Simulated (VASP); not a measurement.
Set up this calculation in VASP 6.6.1, as the native input.

```yaml
Task: single point
Functional: PBE
Potentials_or_basis: VASP PAW PBE potentials, release 64 (La, Ir)
Cutoff: 520 eV
k_mesh: 12 × 12 × 8
Occupations: gaussian, width 0.1 eV
Spin: no spin polarisation
Dipole_correction: no
Further_INCAR_settings: ALGO = Fast; EDIFF = 1e-07; NBANDS = 22
```

The structure of La2Ir lies in POSCAR:

```
La2Ir
1.0
    4.2688379893      0.0000000000      0.0000000000
   -2.1344189947      3.6969221434      0.0000000000
    0.0000000000      0.0000000000      6.7210821382
La Ir
2 1
Direct
    0.3333333333      0.6666666667      0.2212688495
    0.6666666667      0.3333333333      0.7787311505
    0.0000000000      0.0000000000      0.0000000000
```

The cell was generated, and may not be a known phase.

The input as run:

INCAR

```
ALGO = Fast
EDIFF = 1E-7
ENCUT = 520
GGA = PE
ISIF = 2
ISMEAR = 0
LASPH = True
LCHARG = True
LELF = True
LREAL = False
LVHAR = True
LWAVE = False
NBANDS = 22
NELM = 80
PREC = Accurate
SIGMA = 0.1
```

KPOINTS

```
k-points
0
Gamma
  12 12 8
```

Potentials or basis: VASP PAW PBE potentials, release 64 (La, Ir).

The run is started by

```sh
$ cat potpaw_PBE.64/La/POTCAR potpaw_PBE.64/Ir/POTCAR > POTCAR
$ mpirun -np 1 vasp_std > vasp.out
```

It gave:

| Property | Result |
| --- | --- |
| Pressure | 0.0 GPa |
| Band gap on the k mesh | zero (an odd number of electrons rules out a gap without spin polarisation) |

Caveat: spin-orbit coupling is left out, which moves the levels of the heavy elements.

It took 9.5 min on 1 thread of Intel(R) Xeon(R) 6975P-C (Granite Rapids), with other jobs on the host, peak memory 0.51 GiB.
